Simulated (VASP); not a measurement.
Wanted: the native input for a VASP 6.6.1 run.

```
Task                            : G0W0 quasiparticle levels
Functional                      : PBE
Potentials or basis             : VASP PAW PBE potentials, release 64 (Cd_GW, S_GW)
Cutoff                          : 500 eV
k mesh                          : 4 × 4 × 4
Occupations                     : gaussian, width 0.01 eV
Spin                            : no spin polarisation
Dipole correction               : no
GW scheme                       : G0W0
GW iterations                   : 1
Cutoff of the response function : 120
Frequency points                : 96
Empty bands                     : 121
Further INCAR settings          : ALGO = EVGW0; EDIFF = 1e-08; NBANDS = 130
```

CdS:

```
Cd S
1.0
     0.00000    2.72678    2.72678
     2.72678    0.00000    2.72678
     2.72678    2.72678    0.00000
Cd S
1 1
Direct
  0.00000 0.00000 0.00000
  0.50000 0.50000 0.50000
```

One way to write it, as run:

POSCAR

```
CdS
1.0
    0.0000000000      2.7267765870      2.7267765870
    2.7267765870      0.0000000000      2.7267765870
    2.7267765870      2.7267765870      0.0000000000
Cd S
1 1
Direct
    0.0000000000      0.0000000000      0.0000000000
    0.5000000000      0.5000000000      0.5000000000
```

INCAR.step1

```
SYSTEM = CdS
PREC = Accurate
ENCUT = 500
EDIFF = 1E-8
ISMEAR = 0
SIGMA = 0.01
LREAL = .False.
LASPH = .True.
NELM = 60
ALGO = Normal
LWAVE = .True.
LCHARG = .False.
GGA = PE
```

INCAR.step2

```
SYSTEM = CdS
PREC = Accurate
ENCUT = 500
EDIFF = 1E-8
ISMEAR = 0
SIGMA = 0.01
LREAL = .False.
LASPH = .True.
NELM = 1
ALGO = Exact
LWAVE = .True.
LCHARG = .False.
GGA = PE
NBANDS = 130
LOPTICS = .True.
ISTART = 1
```

INCAR.step3

```
SYSTEM = CdS
PREC = Accurate
ENCUT = 500
EDIFF = 1E-8
ISMEAR = 0
SIGMA = 0.01
LREAL = .False.
LASPH = .True.
ALGO = EVGW0
LWAVE = .False.
LCHARG = .False.
GGA = PE
NELMGW = 1
NBANDS = 130
ENCUTGW = 120.0
NOMEGA = 96
PRECFOCK = Fast
ISTART = 1
NBANDSGW = 17
OMEGAMAX = 20
```

KPOINTS

```
regular mesh
0
Gamma
  4 4 4
  0 0 0
```

Potentials or basis: VASP PAW PBE potentials, release 64 (Cd_GW, S_GW).

The run is started by

```console
$ cat potpaw_PBE.64/Cd_GW/POTCAR potpaw_PBE.64/S_GW/POTCAR > POTCAR
$ cp INCAR.step1 INCAR
$ mpirun -np 1 vasp_std > vasp.out
$ cp INCAR.step2 INCAR
$ mpirun -np 1 vasp_std > vasp.out
$ cp INCAR.step3 INCAR
$ mpirun -np 1 vasp_std > vasp.out
```

Results of the run:

```
Quasiparticle gap                                   : 0.81 eV
Least direct quasiparticle gap                      : 2.33 eV
Band gap of the starting levels on the mesh         : 0.21 eV
Least direct gap of the starting levels on the mesh : 1.72 eV
```

Caveat: the k points lie up to 0.50 Å⁻¹ apart; bands, screening cutoff and mesh are small and nothing is extrapolated, so the quasiparticle values aren't converged; the structure was generated, so it needn't be the stable form of CdS.

Wall time 2.6 min on 1 thread of AMD EPYC 9R45 96-Core Processor (Zen 5) (shared host), peak memory 0.36 GiB.
